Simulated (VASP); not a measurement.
# KCd2Os3 (P6/mmm) in VASP: notebook

Runs on KCd2Os3. Level: PBE. Tasks: single point.

All numbers are computed with VASP 6.6.1; they aren't measurements. Logs are shortened: lines on timing, memory, paths and dates and some standing lists are left out, and cuts for length are marked.

## (1) The cell of the first run

The structure is hexagonal, space group P6/mmm (No. 191). The conventional cell has a = 5.309 Å, b = 5.309 Å, c = 4.859 Å, α = 90.00°, β = 90.00°, γ = 120.00°. K (site symmetry 6/mmm) has 6 Cd at 3.07 Å and 12 Os at 3.60 Å within 4.0 Å. Within 3.8 Å of Cd (site symmetry -6m2) lie 6 Os at 2.87 Å and 3 K at 3.07 Å and 3 Cd at 3.07 Å. Within 3.6 Å of Os (site symmetry mmm) lie 4 Os at 2.65 Å and 4 Cd at 2.87 Å and 4 K at 3.60 Å.

## (2) Single point, PBE

Contents of INCAR:

```
  PREC = Accurate
  ENCUT = 630
  EDIFF = 1E-6
  ISMEAR = 0
  SIGMA = 0.1
  LREAL = F
  LASPH = T
  NELM = 120
  ALGO = Normal
  ISIF = 2
  LWAVE = F
  LCHARG = F
  GGA = PE
  NBANDS = 58
  GGA_COMPAT = F
```

Contents of KPOINTS:

```
Automatic mesh
0
Gamma
  6 6 4
```

Contents of POSCAR:

```
KCd2Os3
1.0
    5.3089423674      0.0000000000      0.0000000000
   -2.6544711837      4.5976789574      0.0000000000
    0.0000000000      0.0000000000      4.8591140847
K Cd Os
1 2 3
Direct
    0.0000000000      0.0000000000      0.0000000000
    0.3333333333      0.6666666667      0.0000000000
    0.6666666667      0.3333333333      0.0000000000
    0.5000000000      0.0000000000      0.5000000000
    0.5000000000      0.5000000000      0.5000000000
    0.0000000000      0.5000000000      0.5000000000
```

Potentials or basis: VASP PAW PBE potentials, release 64 (K_sv, Cd_sv_GW, Os_sv_GW).

Command:

```sh
> cat potpaw_PBE.64/K_sv/POTCAR potpaw_PBE.64/Cd_sv_GW/POTCAR potpaw_PBE.64/Os_sv_GW/POTCAR > POTCAR
> mpirun -np 1 vasp_std > vasp.out
```

OUTCAR:

```text
PREC = Accurate
   ENCUT = 630
   EDIFF = 1E-6
   ISMEAR = 0
   LREAL = F
   LASPH = T
   NELM = 120
   ISIF = 2
   GGA = PE

 ion  position               nearest neighbor table
   1  0.000  0.000  0.000-   2 3.07   3 3.07   3 3.07   2 3.07   3 3.07   2 3.07
   2  0.333  0.667  0.000-   6 2.87   6 2.87   4 2.87   4 2.87   5 2.87   5 2.87   1 3.07   1 3.07
                             1 3.07
   3  0.667  0.333  0.000-   6 2.87   6 2.87   4 2.87   4 2.87   5 2.87   5 2.87   1 3.07   1 3.07
                             1 3.07
   4  0.500  0.000  0.500-   5 2.65   6 2.65   5 2.65   6 2.65   2 2.87   3 2.87   2 2.87   3 2.87

   5  0.500  0.500  0.500-   6 2.65   6 2.65   4 2.65   4 2.65   2 2.87   3 2.87   2 2.87   3 2.87

   6  0.000  0.500  0.500-   5 2.65   5 2.65   4 2.65   4 2.65   2 2.87   3 2.87   2 2.87   3 2.87

  LATTYP: Found a hexagonal cell.
 ALAT       =     5.3089423674
 C/A-ratio  =     0.9152696994

  Lattice vectors:

 A1 = (   5.3089423674,   0.0000000000,   0.0000000000)
 A2 = (  -2.6544711837,   4.5976789574,   0.0000000000)
 A3 = (   0.0000000000,   0.0000000000,   4.8591140847)

Analysis of symmetry for initial positions (statically):
=====================================================================
 Subroutine PRICEL returns:
 Original cell was already a primitive cell.

 Routine SETGRP: Setting up the symmetry group for a
 hexagonal supercell.

 Subroutine GETGRP returns: Found 24 space group operations
 (whereof 24 operations were pure point group operations)
 out of a pool of 24 trial point group operations.

The static configuration has the point symmetry D_6h.

Analysis of symmetry for dynamics (positions and initial velocities):
=====================================================================
 Subroutine PRICEL returns:
 Original cell was already a primitive cell.

 Routine SETGRP: Setting up the symmetry group for a
 hexagonal supercell.

 Subroutine GETGRP returns: Found 24 space group operations
 (whereof 24 operations were pure point group operations)
 out of a pool of 24 trial point group operations.

The dynamic configuration has the point symmetry D_6h.

 Subroutine INISYM returns: Found 24 space group operations
 (whereof 24 operations are pure point group operations),
 and found     1 'primitive' translations

----------------------------------------------------------------------------------------

                                     Primitive cell

  volume of cell :     118.6052

  direct lattice vectors                    reciprocal lattice vectors
     5.308942367  0.000000000  0.000000000     0.188361434  0.108750525  0.000000000
    -2.654471184  4.597678957  0.000000000     0.000000000  0.217501050  0.000000000
     0.000000000  0.000000000  4.859114085     0.000000000  0.000000000  0.205798831

  length of vectors
     5.308942367  5.308942367  4.859114085     0.217501050  0.217501050  0.205798831

  position of ions in fractional coordinates (direct lattice)
     0.000000000  0.000000000  0.000000000
     0.333333333  0.666666667  0.000000000
     0.666666667  0.333333333  0.000000000
     0.500000000  0.000000000  0.500000000
     0.500000000  0.500000000  0.500000000
     0.000000000  0.500000000  0.500000000

  ion indices of the primitive-cell ions
   primitive index   ion index
                 1           1
                 2           2
                 3           3
                 4           4
                 5           5
                 6           6

----------------------------------------------------------------------------------------

 KPOINTS: Automatic mesh

Automatic generation of k-mesh.
 Grid dimensions read from file:
 generate k-points for:    6    6    4

 Generating k-lattice:

  Cartesian coordinates                     Fractional coordinates (reciprocal lattice)
     0.031393572  0.018125087  0.000000000     0.166666667  0.000000000  0.000000000
     0.000000000  0.036250175  0.000000000     0.000000000  0.166666667  0.000000000
     0.000000000  0.000000000  0.051449708     0.000000000  0.000000000  0.250000000

  Length of vectors
     0.036250175  0.036250175  0.051449708

  Shift w.r.t. Gamma in fractional coordinates (k-lattice)
     0.000000000  0.000000000  0.000000000

 Subroutine IBZKPT returns following result:
 ===========================================

 Found     21 irreducible k-points:

 Following reciprocal coordinates:
            Coordinates               Weight
  0.000000  0.000000  0.000000      1.000000
  0.166667  0.000000  0.000000      6.000000
  0.333333  0.000000  0.000000      6.000000
  0.500000 -0.000000  0.000000      3.000000
  0.166667  0.166667  0.000000      6.000000
  0.333333  0.166667  0.000000     12.000000
[... 13 lines left out ...]
  0.333333  0.166667  0.500000     12.000000
  0.333333  0.333333  0.500000      2.000000
   k-points           NKPTS =     21   k-points in BZ     NKDIM =     21   number of bands    NBANDS=     58
   number of dos      NEDOS =    301   number of ions     NIONS =      6
   total plane-waves  NPLWV =  92160
   dimension x,y,z NGX =    48 NGY =   48 NGZ =   40
   dimension x,y,z NGXF=    96 NGYF=   96 NGZF=   80
   ions per type =               1   2   3
   NGX,Y,Z   is equivalent  to a cutoff of  15.03, 15.03, 13.69 a.u.
   NGXF,Y,Z  is equivalent  to a cutoff of  30.06, 30.06, 27.37 a.u.
 SYSTEM =  unknown system
   PREC   = accura    normal or accurate (medium, high low for compatibility)
   ISTART =      0    job   : 0-new  1-cont  2-samecut
   ICHARG =      2    charge: 1-file 2-atom 10-const
   ISPIN  =      1    spin polarized calculation?
   LNONCOLLINEAR =      F non collinear calculations
   LSORBIT =      F    spin-orbit coupling
   LASPH  =      T    aspherical Exc in radial PAW
   ENCUT  =  630.0 eV  46.30 Ry    6.80 a.u.  10.87 10.87  9.94*2*pi/ulx,y,z
   NELM   =    120;   NELMIN=  2; NELMDL= -5     # of ELM steps
   EDIFF  = 0.1E-05   stopping-criterion for ELM
   LREAL  =      F    real-space projection
   EDIFFG = 0.1E-04   stopping-criterion for IOM
   NSW    =      0    number of steps for IOM
   IBRION =     -1    ionic relax: 0-MD 1-quasi-New 2-CG
   NFREE  =      0    steps in history (QN), initial steepest desc. (CG)
   ISIF   =      2    stress and relaxation
   ISYM   =      2    0-nonsym 1-usesym 2-fastsym
   POTIM  = 0.5000    time-step for ionic-motion
   TEBEG  =    0.0;   TEEND  =   0.0 temperature during run
   PSTRESS=    0.0 pullay stress
   NELECT =      97.0000    total number of electrons
   NUPDOWN=      -1.0000    fix difference up-down
   EMIN   =  10.00;   EMAX   =-10.00  energy-range for DOS
   EFERMI =   0.00;   METHOD = LEGACY
   ISMEAR =     0;   SIGMA  =   0.10  broadening in eV -4-tet -1-fermi 0-gaus
   EFERMI_NEDOS =   21; number of points for ismear=-14 and -15
   IALGO  =     38    algorithm
   IMIX   =      4    mixing-type and parameters
     AMIX     =   0.40;   BMIX     =  1.00
     AMIX_MAG =   1.60;   BMIX_MAG =  1.00
  volume/ion in A,a.u.               =      19.77       133.40
  Fermi-wavevector in a.u.,A,eV,Ry     =   1.530961  2.893097 31.889905  2.343842
  Thomas-Fermi vector in A             =   2.638372
   LORBIT       =      0    0 simple, 1 ext, 2 COOP (PROOUT), +10 PAW based schemes
   GGA     = PE    functional components
   LHFCALC =     F    Hartree Fock is set to
   AEXX    =    0.0000 exact exchange contribution
   IVDW    =     0    specifies the selected vdW correction
   LEPSILON=     F    determine dielectric tensor
   LRPA    =     F    only Hartree local field effects (RPA)
 non-spin polarized calculation
 Gauss-broadening in eV      SIGMA  =   0.10
  energy-cutoff  :      630.00
  volume of cell :      118.61
 maximum number of plane-waves:      4302
 NGX is ok and might be reduce to    48
   NGX = 21   NGY = 21   NGZ = 19

 number of electron      96.9999993 magnetization

 Free energy of the ion-electron system (eV)
  ---------------------------------------------------
  ext. energy  EPLUGINS =         0.00000000
  ---------------------------------------------------
  free energy    TOTEN  =       -35.02617291 eV

  energy without entropy =      -35.01594635  energy(sigma->0) =      -35.02105963

 E-fermi :   6.8631     XC(G=0): -11.6774

 val. band max:        6.8199715277   @ k =   0.3333   0.3333   0.5000
 cond. band min:       6.8701817741   @ k =   0.0000   0.0000   0.2500
 fundamental gap:      0.0502102464
 Fermi energy:         6.8630856242

 k-point     1 :       0.0000    0.0000    0.0000
  band No.  band energies     occupation
      1     -95.8690      2.00000
      2     -95.8670      2.00000
      3     -79.1632      2.00000
      4     -79.0991      2.00000
      5     -79.0991      2.00000
      6     -56.9529      2.00000
[... 50 lines left out ...]
     57      11.0053      0.00000
     58      13.9206      0.00000

 k-point     2 :       0.1667    0.0000    0.0000
  band No.  band energies     occupation
      1     -95.8689      2.00000
      2     -95.8671      2.00000
      3     -79.1593      2.00000
      4     -79.1029      2.00000
      5     -79.0991      2.00000
      6     -56.9531      2.00000
[... 50 lines left out ...]
     57      11.5295      0.00000
     58      12.9745      0.00000

 k-point     3 :       0.3333    0.0000    0.0000
  band No.  band energies     occupation
      1     -95.8686      2.00000
      2     -95.8674      2.00000
      3     -79.1495      2.00000
      4     -79.1126      2.00000
      5     -79.0991      2.00000
      6     -56.9536      2.00000
[... 1033 lines left out ...]
      3     -79.1418      2.00000
      4     -79.1205      2.00000
      5     -79.0991      2.00000
      6     -56.9541      2.00000
[... 50 lines left out ...]
     57      12.7983      0.00000
     58      12.9094      0.00000

 k-point    21 :       0.3333    0.3333    0.5000
  band No.  band energies     occupation
      1     -95.8680      2.00000
      2     -95.8680      2.00000
      3     -79.1313      2.00000
      4     -79.1313      2.00000
      5     -79.0992      2.00000
      6     -56.9544      2.00000
[... 50 lines left out ...]
     57      12.7404      0.00000
     58      14.1632      0.00000

------------------------ aborting loop because EDIFF is reached ----------------------------------------

  FORCE on cell =-STRESS in cart. coord.  units (eV):
  Direction    XX          YY          ZZ          XY          YZ          ZX
  --------------------------------------------------------------------------------------
  -------------------------------------------------------------------------------------
  Total       -0.1538404     -0.1538404     -0.1972923     -0.0000000      0.0000000      0.0000000
  in kB       -2.0781511     -2.0781511     -2.6651207     -0.0000000      0.0000000      0.0000000
  external PRESSURE =      -2.2738077 kB  Pullay stress =       0.0000000 kB

 VOLUME and BASIS-vectors are now :
 -----------------------------------------------------------------------------
  energy-cutoff  :      630.00
  volume of cell :      118.61
      direct lattice vectors                 reciprocal lattice vectors
     5.308942367  0.000000000  0.000000000     0.188361434  0.108750525  0.000000000
    -2.654471184  4.597678957  0.000000000     0.000000000  0.217501050  0.000000000
     0.000000000  0.000000000  4.859114085     0.000000000  0.000000000  0.205798831

 POSITION                                       TOTAL-FORCE (eV/Angst)
 -----------------------------------------------------------------------------------
      0.00000      0.00000      0.00000        -0.000000      0.000000      0.000000
     -0.00000      3.06512      0.00000        -0.000000     -0.000000      0.000000
      2.65447      1.53256      0.00000         0.000000      0.000000      0.000000
      2.65447      0.00000      2.42956        -0.000000      0.000000      0.000000
      1.32724      2.29884      2.42956        -0.000000      0.000000      0.000000
     -1.32724      2.29884      2.42956        -0.000000      0.000000      0.000000
 -----------------------------------------------------------------------------------
    total drift:                               -0.000000      0.000000      0.000000

  FREE ENERGIE OF THE ION-ELECTRON SYSTEM (eV)
  ---------------------------------------------------
  free  energy   TOTEN  =       -35.0261729088 eV

  energy  without entropy=      -35.0159463548  energy(sigma->0) =      -35.02105963
```

It took 3.1 min on 1 thread of Intel Xeon Platinum 8559C (Emerald Rapids), shared host; peak memory 0.4 GiB.

Results:

| Quantity | Value |
| --- | --- |
| Free energy | -35.0262 eV |
| Pressure | -0.2 GPa |
| Band gap on the k mesh | zero (an odd number of electrons rules out a gap without spin polarisation) |

Caveat: spin-orbit coupling is left out, which moves the levels of the heavy elements.

## (3) Single point, PBE

This run uses another cell than the first one, of 19.82 Å³/atom.

Contents of INCAR:

```
SYSTEM = KCd2Os3
PREC = Accurate
ENCUT = 630
EDIFF = 1E-6
ISMEAR = 0
SIGMA = 0.1
LREAL = .FALSE.
LASPH = .TRUE.
NELM = 120
ALGO = Normal
ISIF = 2
LWAVE = .FALSE.
LCHARG = .FALSE.
GGA = PE
NBANDS = 58
GGA_COMPAT = .FALSE.
```

Contents of KPOINTS:

```
Automatic mesh
0
G
  3 3 6
  0 0 0
```

POSCAR: that of step 2 with these lines changed.

```diff
@@ -2,5 +2,5 @@
 1.0
-    5.3089423674      0.0000000000      0.0000000000
-   -2.6544711837      4.5976789574      0.0000000000
-    0.0000000000      0.0000000000      4.8591140847
+    5.3364587943      0.0000000000      0.0000000000
+   -2.6682293971      4.6215088821      0.0000000000
+    0.0000000000      0.0000000000      4.8229142481
 K Cd Os
```

Potentials or basis: VASP PAW PBE potentials, release 64 (K_sv, Cd_sv_GW, Os_sv_GW).

Command:

```sh
> cat potpaw_PBE.64/K_sv/POTCAR potpaw_PBE.64/Cd_sv_GW/POTCAR potpaw_PBE.64/Os_sv_GW/POTCAR > POTCAR
> mpirun -np 1 vasp_std > vasp.out
```

OUTCAR:

```text
SYSTEM = KCd2Os3
   PREC = Accurate
   ENCUT = 630
   EDIFF = 1E-6
   ISMEAR = 0
   LREAL = .FALSE.
   LASPH = .TRUE.
   NELM = 120
   ISIF = 2
   GGA = PE

 ion  position               nearest neighbor table
   1  0.000  0.000  0.000-   2 3.08   3 3.08   2 3.08   3 3.08   3 3.08   2 3.08
   2  0.333  0.667  0.000-   4 2.86   4 2.86   6 2.86   6 2.86   5 2.86   5 2.86   1 3.08   1 3.08
                             1 3.08
   3  0.667  0.333  0.000-   4 2.86   4 2.86   6 2.86   6 2.86   5 2.86   5 2.86   1 3.08   1 3.08
                             1 3.08
[... 931 lines left out ...]
  Total       -0.1804521     -0.1804521     -0.2186494     -0.0000000      0.0000000      0.0000000
  in kB       -2.4306708     -2.4306708     -2.9451834     -0.0000000      0.0000000      0.0000000
  external PRESSURE =      -2.6021750 kB  Pullay stress =       0.0000000 kB

 VOLUME and BASIS-vectors are now :
 -----------------------------------------------------------------------------
  energy-cutoff  :      630.00
  volume of cell :      118.95
      direct lattice vectors                 reciprocal lattice vectors
     5.336458794  0.000000000  0.000000000     0.187390185  0.108189774  0.000000000
    -2.668229397  4.621508882  0.000000000     0.000000000  0.216379547  0.000000000
     0.000000000  0.000000000  4.822914248     0.000000000  0.000000000  0.207343517

 POSITION                                       TOTAL-FORCE (eV/Angst)
 -----------------------------------------------------------------------------------
      0.00000      0.00000      0.00000         0.000000      0.000000      0.000000
     -0.00000      3.08101      0.00000         0.000000     -0.000000      0.000000
      2.66823      1.54050      0.00000        -0.000000      0.000000      0.000000
      2.66823      0.00000      2.41146         0.000000      0.000000      0.000000
      1.33411      2.31075      2.41146         0.000000      0.000000      0.000000
     -1.33411      2.31075      2.41146         0.000000      0.000000      0.000000
 -----------------------------------------------------------------------------------
    total drift:                               -0.000000      0.000000     -0.000000

  FREE ENERGIE OF THE ION-ELECTRON SYSTEM (eV)
  ---------------------------------------------------
  free  energy   TOTEN  =       -34.6407907349 eV

  energy  without entropy=      -34.5845959549  energy(sigma->0) =      -34.61269334
```

stdout:

```text
POSCAR found type information on POSCAR K CdOs
 POSCAR found :  3 types and       6 ions
 scaLAPACK will be used
 LDA part: xc-table for (Slater+PW92), standard interpolation
 POSCAR, INCAR and KPOINTS ok, starting setup
 FFT: planning ... GRIDC
 FFT: planning ... GRID_SOFT
 FFT: planning ... GRID
 WAVECAR not read
 entering main loop
```

Wall time 1.7 min (1 thread of AMD EPYC 9R45 (Zen 5), shared host); peak memory 0.32 GiB.

Results:

```
Free energy            : -34.6408 eV
Pressure               : -0.3 GPa
Band gap on the k mesh : zero (an odd number of electrons rules out a gap without spin polarisation)
```

Caveat: the k points lie up to 0.45 Å⁻¹ apart, too coarse for converged energies and pressures of a metal; spin-orbit coupling is left out, which moves the levels of the heavy elements.

The gap in the log of VASP goes by the Fermi energy; the results here count the filled bands.